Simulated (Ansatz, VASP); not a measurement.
# Cu5Si3 in VASP and in Ansatz

The input INCAR:

```
SYSTEM = Cu5Si3
PREC = Accurate
ENCUT = 520
EDIFF = 1E-6
ISMEAR = -1
SIGMA = 0.1336
LREAL = Auto
LASPH = .True.
NELM = 60
ALGO = Normal
ISIF = 2
LWAVE = .False.
LCHARG = .False.
GGA = PE
NBANDS = 81
```

File KPOINTS:

```
Automatic mesh
0
Gamma
  4 4 4
  0 0 0
```

Contents of POSCAR:

```
Cu5Si3
1.0
    6.0333080000     -0.0687010000      0.0339860000
   -0.0687010000      6.3113540000     -0.0708020000
    0.0339860000     -0.0708020000      5.9927160000
Cu Si
10 6
Direct
    0.5449379890      0.2550376794      0.5959692172
    0.7936532906      0.5594153640      0.3876023471
    0.6862348406      0.1271279446      0.9099316546
    0.7310568363      0.9119833551      0.5828499634
    0.0455341058      0.2307454856      0.6042619546
    0.5181125171      0.5945495329      0.7711724013
    0.3100641829      0.8917174287      0.7057026659
    0.4245054396      0.4109355014      0.0949712964
    0.1874212965      0.7267928663      0.0035385320
    0.3742075081      0.9729436013      0.3130324986
    0.0385448029      0.6238392766      0.6728612903
    0.6190290822      0.7484718054      0.1000642640
    0.9063495816      0.4326731302      0.9908464406
    0.1133158588      0.1289184769      0.0536323577
    0.3725174944      0.5644967763      0.3928475295
    0.8222361078      0.1788752075      0.3229556228
```

Input for Ansatz:

```yaml
crystal:
  lattice:
    - [6.033308, -0.068701, 0.033986]
    - [-0.068701, 6.311354, -0.070802]
    - [0.033986, -0.070802, 5.992716]
  atoms:
    - { symbol: Cu, position: [0.544937989, 0.2550376794, 0.5959692172] }
    - { symbol: Cu, position: [0.7936532906, 0.559415364, 0.3876023471] }
    - { symbol: Cu, position: [0.6862348406, 0.1271279446, 0.9099316546] }
    - { symbol: Cu, position: [0.7310568363, 0.9119833551, 0.5828499634] }
    - { symbol: Cu, position: [0.0455341058, 0.2307454856, 0.6042619546] }
    - { symbol: Cu, position: [0.5181125171, 0.5945495329, 0.7711724013] }
    - { symbol: Cu, position: [0.3100641829, 0.8917174287, 0.7057026659] }
    - { symbol: Cu, position: [0.4245054396, 0.4109355014, 0.0949712964] }
    - { symbol: Cu, position: [0.1874212965, 0.7267928663, 0.003538532] }
    - { symbol: Cu, position: [0.3742075081, 0.9729436013, 0.3130324986] }
    - { symbol: Si, position: [0.0385448029, 0.6238392766, 0.6728612903] }
    - { symbol: Si, position: [0.6190290822, 0.7484718054, 0.100064264] }
    - { symbol: Si, position: [0.9063495816, 0.4326731302, 0.9908464406] }
    - { symbol: Si, position: [0.1133158588, 0.1289184769, 0.0536323577] }
    - { symbol: Si, position: [0.3725174944, 0.5644967763, 0.3928475295] }
    - { symbol: Si, position: [0.8222361078, 0.1788752075, 0.3229556228] }
basis:
  ecutwfc: 420
kpoints:
  mp_grid: { grid: [4, 4, 4] }
hamiltonian:
  xc: pbe
scf:
  occupations: { method: fermi_dirac, width: 0.1336 }
output:
  forces: true
  stress: true
  eigenvalues: true
  populations: true
  write_density: true
  write_potential: true
  elf: true
  volumetric_format: npy
```

Alike in both runs: task single point; functional PBE; k mesh 4 × 4 × 4; occupations fermi-dirac, width 0.1336 eV; no spin polarisation.

|  | VASP | Ansatz |
| --- | --- | --- |
| version | VASP 6.6.1 | Ansatz 0.2.0 |
| potentials or method | VASP PAW PBE potentials, release 64 (Cu, Si), cutoff 520 eV | scalar-relativistic, plane waves, PAW |
| valence electrons in the cell | 134 | 214 |

|  | VASP | Ansatz | Ansatz less VASP |
| --- | --- | --- | --- |
| gap on the k mesh at the Fermi level (eV) | none | none | - |
| rms of the force components (eV/Å) | 1.131 | 1.125 | -0.0060 |

Atom by atom the forces differ by 0.012 eV/Å (rms over components). A gap of «none» marks a metal or a gap that the smearing closes. VASP's potentials hold 134 valence electrons a cell and Ansatz's 214, so a difference there can come from the potentials and not from the codes.
